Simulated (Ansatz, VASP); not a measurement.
Two plane-wave programs on Ni

The input INCAR:

```
PREC     = Accurate       # precision mode
ENCUT    = 520            # plane-wave cutoff, eV
EDIFF    = 1E-6           # SCF threshold, eV
ISMEAR   = 0              # smearing method
SIGMA    = 0.15           # smearing width, eV
LREAL    = False          # projectors in reciprocal space
LASPH    = True           # aspherical terms in the spheres
NELM     = 150            # most SCF steps
ALGO     = Normal         # electronic algorithm
ISIF     = 2              # what is computed and relaxed
LWAVE    = False          # write WAVECAR
LCHARG   = False          # write CHGCAR
ISPIN    = 2              # spin polarisation
MAGMOM   = 0.5            # initial moments
LORBIT   = 11             # projections on sites
LMAXMIX  = 4              # l up to which the mixer works
GGA      = PS             # functional
NBANDS   = 15             # bands
```

KPOINTS

```
Automatic mesh
0
Gamma
  24 24 24
```

Contents of POSCAR:

```
Ni
1.0
   -1.3837154700      1.3837154700      1.4113897794
    1.3837154700     -1.3837154700      1.4113897794
    1.3837154700      1.3837154700     -1.4113897794
Ni
1
Direct
    0.0000000000      0.0000000000      0.0000000000
```

Input for Ansatz:

```yaml
crystal:
  lattice:
    - [-1.38371547, 1.38371547, 1.4113897794]
    - [1.38371547, -1.38371547, 1.4113897794]
    - [1.38371547, 1.38371547, -1.4113897794]
  atoms:
    - { symbol: Ni, position: [0.0, 0.0, 0.0], spin: 0.5 }
basis:
  ecutwfc: 420
kpoints:
  mp_grid: { grid: [24, 24, 24] }
hamiltonian:
  xc: pbesol
scf:
  occupations: { method: gaussian, width: 0.15 }
output:
  forces: true
  stress: true
  eigenvalues: true
  populations: true
magnetization:
  spin_polarized: true
```

Change from the starting cell: strain +0.0200 x Voigt [0, 0, 1, 0, 0, 0], atoms carried along.

Alike in both runs: task single point; functional PBEsol; k mesh 24 × 24 × 24; occupations gaussian, width 0.15 eV; collinear spin.

|  | VASP | Ansatz |
| --- | --- | --- |
| version | VASP 6.6.1 | Ansatz 0.2.0 |
| potentials or method | VASP PAW PBE potentials, release 64 (Ni), cutoff 520 eV | scalar-relativistic, plane waves, PAW |
| valence electrons in the cell | 10 | 18 |

Ansatz gave:

| Property | Result |
| --- | --- |
| gap on the k mesh at the Fermi level (eV) | none |
| pressure (GPa) | -6.7 |
| traceless stress, the component that is largest in VASP (GPa) | 1.10 |
| net moment per atom (μB) | 0.55 |
| size of the moment on the site where the two differ most (μB) | 0.57 |

What did VASP give for the same quantities?

gap on the k mesh at the Fermi level (eV): none; pressure (GPa): -6.7; traceless stress, the component that is largest in VASP (GPa): 1.03; net moment per atom (μB): 0.54; size of the moment on the site where the two differ most (μB): 0.54.

VASP's potentials were made for PBE, not for PBEsol. Site moments also hang on the region over which each program counts them. A gap of «none» marks a metal or a gap that the smearing closes. VASP's potentials hold 10 valence electrons a cell and Ansatz's 18, so a difference there can come from the potentials and not from the codes.
